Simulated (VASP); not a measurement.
# Pd (Fm-3m) in VASP: single point with PBE

Aim: the single point of Pd with PBE.

Everything below comes from runs of VASP 6.6.1. Logs are shortened: lines on timing, memory, paths and dates and some standing lists are left out, and cuts for length are marked.

### 1 The cell of the first run

It takes space group Fm-3m (No. 225, cubic). Conventional cell: a = 3.945 Å, b = 3.945 Å, c = 3.945 Å, α = 90.00°, β = 90.00°, γ = 90.00°. Pd (site symmetry m-3m) has 12 Pd at 2.79 Å within 3.7 Å.

### 2 Single point, PBE

INCAR

```
  PREC = Accurate
  ENCUT = 520
  EDIFF = 1E-6
  ISMEAR = -1
  SIGMA = 0.08
  LREAL = F
  LASPH = T
  NELM = 100
  ALGO = Normal
  ISIF = 2
  LWAVE = F
  LCHARG = T
  GGA = PE
  LELF = T
  LVHAR = T
  NBANDS = 22
```

KPOINTS

```
Automatic mesh
0
Gamma
  17 17 6
```

POSCAR

```
Pd
1.0
    0.0000000000      1.9726083356     -1.9726083356
   -1.9726083356      0.0000000000      1.9726083356
    3.9452166713      3.9452166713      3.9452166713
Pd
3
Direct
    0.0000000000      0.0000000000      0.0000000000
    0.3333333330      0.6666666670      0.3333333330
    0.6666666670      0.3333333330      0.6666666670
```

Potentials or basis: VASP PAW PBE potentials, release 64 (Pd).

Launch:

```sh
> cat potpaw_PBE.64/Pd/POTCAR > POTCAR
> mpirun -np 1 vasp_std > vasp.out
```

OUTCAR:

```text
PREC = Accurate
   ENCUT = 520
   EDIFF = 1E-6
   ISMEAR = -1
   LREAL = F
   LASPH = T
   NELM = 100
   ISIF = 2
   GGA = PE

 ion  position               nearest neighbor table
   1  0.000  0.000  0.000-   2 2.79   3 2.79   3 2.79   2 2.79   3 2.79   2 2.79
   2  0.333  0.667  0.333-   1 2.79   1 2.79   1 2.79   3 2.79   3 2.79   3 2.79
   3  0.667  0.333  0.667-   1 2.79   1 2.79   1 2.79   2 2.79   2 2.79   2 2.79

  LATTYP: Found a hexagonal cell.
 ALAT       =     2.7896894615
 C/A-ratio  =     2.4494897428

  Lattice vectors:

 A1 = (   0.0000000000,   1.9726083356,  -1.9726083356)
 A2 = (  -1.9726083356,   0.0000000000,   1.9726083356)
 A3 = (   3.9452166713,   3.9452166713,   3.9452166713)

Analysis of symmetry for initial positions (statically):
=====================================================================
 Subroutine PRICEL returns following result:

  LATTYP: Found a face centered cubic cell.
 ALAT       =     3.9452166673

  Lattice vectors:

 A1 = (   1.9726083337,   1.9726083337,   0.0000000000)
 A2 = (  -0.0000000019,   1.9726083337,   1.9726083356)
 A3 = (   1.9726083396,   0.0000000040,   1.9726083356)

   3 primitive cells build up your supercell.

 Routine SETGRP: Setting up the symmetry group for a
 hexagonal supercell.

 Subroutine GETGRP returns: Found 12 space group operations
 (whereof 12 operations were pure point group operations)
 out of a pool of 24 trial point group operations.

The static configuration has the point symmetry D_3d.

Analysis of symmetry for dynamics (positions and initial velocities):
=====================================================================
 Subroutine PRICEL returns following result:

  LATTYP: Found a face centered cubic cell.
 ALAT       =     3.9452166673

  Lattice vectors:

 A1 = (   1.9726083337,   1.9726083337,   0.0000000000)
 A2 = (  -0.0000000019,   1.9726083337,   1.9726083356)
 A3 = (   1.9726083396,   0.0000000040,   1.9726083356)

   3 primitive cells build up your supercell.

 Routine SETGRP: Setting up the symmetry group for a
 hexagonal supercell.

 Subroutine GETGRP returns: Found 12 space group operations
 (whereof 12 operations were pure point group operations)
 out of a pool of 24 trial point group operations.

The dynamic configuration has the point symmetry D_3d.

 Subroutine INISYM returns: Found 12 space group operations
 (whereof 12 operations are pure point group operations),
 and found     3 'primitive' translations

----------------------------------------------------------------------------------------

                                     Primitive cell

  volume of cell :      15.3516

  direct lattice vectors                    reciprocal lattice vectors
     1.972608334  1.972608334  0.000000000     0.253471503  0.253471504 -0.253471504
    -0.000000002  1.972608334  1.972608336    -0.253471503  0.253471503  0.253471503
     1.972608340  0.000000004  1.972608336     0.253471503 -0.253471503  0.253471503

  length of vectors
     2.789689459  2.789689460  2.789689464     0.439025522  0.439025522  0.439025522

  position of ions in fractional coordinates (direct lattice)
     0.000000000  0.000000000  0.000000000

  ion indices of the primitive-cell ions
   primitive index   ion index
                 1           1

----------------------------------------------------------------------------------------

 KPOINTS: Automatic mesh

Automatic generation of k-mesh.
 Grid dimensions read from file:
 generate k-points for:   17   17    6

 Generating k-lattice:

  Cartesian coordinates                     Fractional coordinates (reciprocal lattice)
    -0.009940059  0.019880118 -0.009940059     0.058823529  0.000000000  0.000000000
    -0.019880118  0.009940059  0.009940059     0.000000000  0.058823529  0.000000000
     0.014081750  0.014081750  0.014081750     0.000000000  0.000000000  0.166666667

  Length of vectors
     0.024348072  0.024348072  0.024390307

  Shift w.r.t. Gamma in fractional coordinates (k-lattice)
     0.000000000  0.000000000  0.000000000

 Subroutine IBZKPT returns following result:
 ===========================================

 Found    180 irreducible k-points:

 Following reciprocal coordinates:
            Coordinates               Weight
  0.000000  0.000000  0.000000      1.000000
  0.058824  0.000000  0.000000      6.000000
  0.117647  0.000000  0.000000      6.000000
  0.176471  0.000000  0.000000      6.000000
  0.235294  0.000000  0.000000      6.000000
  0.294118  0.000000  0.000000      6.000000
[... 16 lines left out ...]
  0.411765  0.117647  0.000000     12.000000
  0.176471  0.176471  0.000000      6.000000
 [... further k-points ...]
   k-points           NKPTS =    180   k-points in BZ     NKDIM =    180   number of bands    NBANDS=     22
   number of dos      NEDOS =    301   number of ions     NIONS =      3
   total plane-waves  NPLWV =  31104
   dimension x,y,z NGX =    24 NGY =   24 NGZ =   54
   dimension x,y,z NGXF=    48 NGYF=   48 NGZF=  108
   ions per type =               3
   NGX,Y,Z   is equivalent  to a cutoff of  14.30, 14.30, 13.14 a.u.
   NGXF,Y,Z  is equivalent  to a cutoff of  28.60, 28.60, 26.28 a.u.
 SYSTEM =  unknown system
   PREC   = accura    normal or accurate (medium, high low for compatibility)
   ISTART =      0    job   : 0-new  1-cont  2-samecut
   ICHARG =      2    charge: 1-file 2-atom 10-const
   ISPIN  =      1    spin polarized calculation?
   LNONCOLLINEAR =      F non collinear calculations
   LSORBIT =      F    spin-orbit coupling
   LASPH  =      T    aspherical Exc in radial PAW
   ENCUT  =  520.0 eV  38.22 Ry    6.18 a.u.   5.19  5.19 12.71*2*pi/ulx,y,z
   NELM   =    100;   NELMIN=  2; NELMDL= -5     # of ELM steps
   EDIFF  = 0.1E-05   stopping-criterion for ELM
   LREAL  =      F    real-space projection
   EDIFFG = 0.1E-04   stopping-criterion for IOM
   NSW    =      0    number of steps for IOM
   IBRION =     -1    ionic relax: 0-MD 1-quasi-New 2-CG
   NFREE  =      0    steps in history (QN), initial steepest desc. (CG)
   ISIF   =      2    stress and relaxation
   ISYM   =      2    0-nonsym 1-usesym 2-fastsym
   POTIM  = 0.5000    time-step for ionic-motion
   TEBEG  =    0.0;   TEEND  =   0.0 temperature during run
   PSTRESS=    0.0 pullay stress
   NELECT =      30.0000    total number of electrons
   NUPDOWN=      -1.0000    fix difference up-down
   EMIN   =  10.00;   EMAX   =-10.00  energy-range for DOS
   EFERMI =   0.00;   METHOD = LEGACY
   ISMEAR =    -1;   SIGMA  =   0.08  broadening in eV -4-tet -1-fermi 0-gaus
   EFERMI_NEDOS =   21; number of points for ismear=-14 and -15
   IALGO  =     38    algorithm
   IMIX   =      4    mixing-type and parameters
     AMIX     =   0.40;   BMIX     =  1.00
     AMIX_MAG =   1.60;   BMIX_MAG =  1.00
  volume/ion in A,a.u.               =      15.35       103.60
  Fermi-wavevector in a.u.,A,eV,Ry     =   1.419136  2.681778 27.401406  2.013947
  Thomas-Fermi vector in A             =   2.540188
   LORBIT       =      0    0 simple, 1 ext, 2 COOP (PROOUT), +10 PAW based schemes
   GGA     = PE    functional components
   LHFCALC =     F    Hartree Fock is set to
   AEXX    =    0.0000 exact exchange contribution
   IVDW    =     0    specifies the selected vdW correction
   LEPSILON=     F    determine dielectric tensor
   LRPA    =     F    only Hartree local field effects (RPA)
 non-spin polarized calculation
  energy-cutoff  :      520.00
  volume of cell :       46.05
 maximum number of plane-waves:      1253
 NGX is ok and might be reduce to    24
   NGX = 11   NGY = 11   NGZ = 25

 number of electron      30.0000002 magnetization

 Free energy of the ion-electron system (eV)
  ---------------------------------------------------
  ext. energy  EPLUGINS =         0.00000000
  ---------------------------------------------------
  free energy    TOTEN  =       -15.72097230 eV

  energy without entropy =      -15.57891996  energy(sigma->0) =      -15.64994613

 E-fermi :   9.1335     XC(G=0): -12.9371

 val. band max:        9.1333964649   @ k =   0.2941   0.0000   0.0000
 cond. band min:       9.1335838022   @ k =  -0.1765  -0.4706   0.3333
 fundamental gap:      0.0001873373
 Fermi energy:         9.1334646837

 k-point     1 :       0.0000    0.0000    0.0000
  band No.  band energies     occupation
      1       2.2885      2.00000
      2       4.2163      2.00000
      3       4.2163      2.00000
      4       6.4588      2.00000
      5       6.4606      2.00000
      6       6.4606      2.00000
[... 14 lines left out ...]
     21      26.2896      0.00000
     22      26.5289      0.00000

 k-point     2 :       0.0588    0.0000    0.0000
  band No.  band energies     occupation
      1       2.3967      2.00000
      2       4.3022      2.00000
      3       4.3087      2.00000
      4       6.4175      2.00000
      5       6.4969      2.00000
      6       6.5024      2.00000
[... 14 lines left out ...]
     21      26.3971      0.00000
     22      26.5028      0.00000

 k-point     3 :       0.1176    0.0000    0.0000
  band No.  band energies     occupation
      1       2.7113      2.00000
      2       4.5188      2.00000
      3       4.5809      2.00000
      4       6.3021      2.00000
      5       6.4127      2.00000
      6       6.4205      2.00000
[... 14 lines left out ...]
     21      25.8838      0.00000
     22      26.6609      0.00000
[... 476 lines left out ...]
 k-point    23 :       0.4118    0.1176    0.0000
  band No.  band energies     occupation
      1       4.2565      2.00000
      2       4.5400      2.00000
      3       4.8860      2.00000
      4       4.9438      2.00000
      5       5.8035      2.00000
      6       5.9644      2.00000
[... 14 lines left out ...]
     21      19.5113      0.00000
     22      20.5934      0.00000

 k-point    24 :       0.1765    0.1765    0.0000
  band No.  band energies     occupation
      1       4.5944      2.00000
      2       5.2500      2.00000
      3       5.2500      2.00000
      4       5.3604      2.00000
      5       5.3604      2.00000
      6       5.8343      2.00000
[... 14 lines left out ...]
     21      21.9158      0.00000
     22      21.9158      0.00000

 [... further k-points ...]

------------------------ aborting loop because EDIFF is reached ----------------------------------------

  FORCE on cell =-STRESS in cart. coord.  units (eV):
  Direction    XX          YY          ZZ          XY          YZ          ZX
  --------------------------------------------------------------------------------------
  -------------------------------------------------------------------------------------
  Total       -0.0991894     -0.0991894     -0.0991894     -0.0199327     -0.0199327     -0.0199327
  in kB       -3.4506575     -3.4506575     -3.4506575     -0.6934289     -0.6934289     -0.6934289
  external PRESSURE =      -3.4506575 kB  Pullay stress =       0.0000000 kB

 VOLUME and BASIS-vectors are now :
 -----------------------------------------------------------------------------
  energy-cutoff  :      520.00
  volume of cell :       46.05
      direct lattice vectors                 reciprocal lattice vectors
     0.000000000  1.972608336 -1.972608336    -0.168981002  0.337962004 -0.168981002
    -1.972608336  0.000000000  1.972608336    -0.337962004  0.168981002  0.168981002
     3.945216671  3.945216671  3.945216671     0.084490501  0.084490501  0.084490501

 POSITION                                       TOTAL-FORCE (eV/Angst)
 -----------------------------------------------------------------------------------
      0.00000      0.00000      0.00000        -0.000000      0.000000      0.000000
     -0.00000      1.97261      1.97261         0.000000     -0.000000      0.000000
      1.97261      3.94522      1.97261        -0.000000     -0.000000     -0.000000
 -----------------------------------------------------------------------------------
    total drift:                               -0.000000     -0.000000     -0.000000

  FREE ENERGIE OF THE ION-ELECTRON SYSTEM (eV)
  ---------------------------------------------------
  free  energy   TOTEN  =       -15.7209723039 eV

  energy  without entropy=      -15.5789199558  energy(sigma->0) =      -15.64994613
```

Wall time 2.7 min (1 thread of AMD EPYC 7R13 (Zen 3), shared host); peak memory 0.25 GiB.

What came out:

- Free energy: -15.7210 eV
- Pressure: -0.3 GPa
- Band gap on the k mesh: zero (band 15 reaches 9.37 eV, above the bottom of band 16 at 8.20 eV)
